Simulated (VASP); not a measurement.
Write the native input for VASP 6.6.1 that does the following.

```
Task                   : single point
Functional             : r2SCAN
Potentials or basis    : VASP PAW PBE potentials, release 64 (Li_sv, H)
Cutoff                 : 520 eV
k mesh                 : 10 × 10 × 10
Occupations            : gaussian, width 0.01 eV
Spin                   : no spin polarisation
Dipole correction      : no
Further INCAR settings : ALGO = Normal; EDIFF = 1e-07; NBANDS = 9
```

The system is LiH.

```
Li H
1.0
     2.48890    0.00000    0.00000
     0.00000    2.48890    0.00000
     0.00000    0.00000    2.49677
Li H
1 1
Direct
  0.00000 0.00000 0.00000
  0.50000 0.50000 0.50000
```

This cell differs from its parent crystal: epitaxial xy strain -0.5%.

The input as run:

POSCAR

```
LiH
1.0
    2.4889002523      0.0000000000      0.0000000000
    0.0000000000      2.4889002523      0.0000000000
    0.0000000000      0.0000000000      2.4967717452
Li H
1 1
Direct
    0.0000000000      0.0000000000      0.0000000000
    0.5000000000      0.5000000000      0.5000000000
```

INCAR.step1

```
SYSTEM = LiH
ALGO = Normal
EDIFF = 1E-4
ENCUT = 520
GGA = PE
ISMEAR = 0
LASPH = .TRUE.
LCHARG = .FALSE.
LREAL = .FALSE.
LWAVE = .TRUE.
NBANDS = 9
NELM = 100
PREC = Accurate
SIGMA = 0.01
```

INCAR.step2

```
SYSTEM = LiH
ALGO = Normal
EDIFF = 1E-7
ENCUT = 520
ISIF = 2
ISMEAR = 0
ISTART = 1
LASPH = .TRUE.
LCHARG = .FALSE.
LMIXTAU = .TRUE.
LREAL = .FALSE.
LWAVE = .FALSE.
METAGGA = R2SCAN
NBANDS = 9
NELM = 100
PREC = Accurate
SIGMA = 0.01
```

KPOINTS

```
k-points
0
G
  10 10 10
  0 0 0
```

Potentials or basis: VASP PAW PBE potentials, release 64 (Li_sv, H).

Run with:

```sh
$ cat potpaw_PBE.64/Li_sv/POTCAR potpaw_PBE.64/H/POTCAR > POTCAR
$ cp INCAR.step1 INCAR
$ mpirun -np 1 vasp_std > vasp.out
$ cp INCAR.step2 INCAR
$ mpirun -np 1 vasp_std > vasp.out
```

It gave:

The band gap on the k mesh is 1.27 eV (least direct gap 4.89 eV).

Caveat: the cell differs from its parent crystal (epitaxial xy strain -0.5%).

Wall time 32 s on 1 thread of Intel(R) Xeon(R) 6975P-C (Granite Rapids) (shared host), peak memory 0.13 GiB.
